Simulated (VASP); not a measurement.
A run of VASP 6.6.1 is set up as follows.

INCAR

```
SYSTEM = Ge6F
PREC = Accurate ; ENCUT = 520
EDIFF = 1E-6 ; ISMEAR = 0
SIGMA = 0.1 ; LREAL = .False.
LASPH = .True. ; NELM = 80
ALGO = Normal ; ISIF = 2
LWAVE = .False. ; LCHARG = .False.
LDIPOL = .True. ; IDIPOL = 3
DIPOL = 0.5 0.5 0.335 ; GGA = PE
NBANDS = 54
```

Contents of KPOINTS:

```
Automatic mesh
0
Gamma
  7 5 1
  0 0 0
```

Contents of POSCAR:

```
Ge6F
1.0
    4.0740542126      0.0000000000      0.0000000000
    0.0000000000      5.7615827213      0.0000000000
    0.0000000000      0.0000000000     19.5242196736
Ge F
6 1
Direct
    0.5000000000      0.0000000000      0.2048737449
    0.0000000000      0.2500000000      0.2048737449
    0.0000000000      0.5005156572      0.3087424246
    0.5000000000      0.7494843428      0.3087424246
    0.5000000000      0.0069199665      0.4109879835
    0.0000000000      0.2430800335      0.4109879835
    0.8333333333      0.0069199665      0.4937601366
```

Potentials or basis: VASP PAW PBE potentials, release 64 (Ge_d, F).

Run with:

```sh
$ cat potpaw_PBE.64/Ge_d/POTCAR potpaw_PBE.64/F/POTCAR > POTCAR
$ mpirun -np 1 vasp_std > vasp.out
```

Task: Estimate the largest force.

Result: 1.027 eV/Å.

Task: Estimate the band gap on the k mesh.

Result: Zero (an odd number of electrons rules out a gap without spin polarisation).

Forces on the atoms (eV/Å):
```
Ge  -0.063 -0.033 -0.091
Ge   0.070 -0.093  0.323
Ge   0.134  0.086 -0.192
Ge  -0.010  0.009 -0.248
Ge   0.982  0.243  0.177
Ge  -0.377  0.043 -0.034
F   -0.737 -0.255  0.065
```

Caveat: an odd number of electrons without spin polarisation forces a metal; a magnetic or distorted state may lie lower.
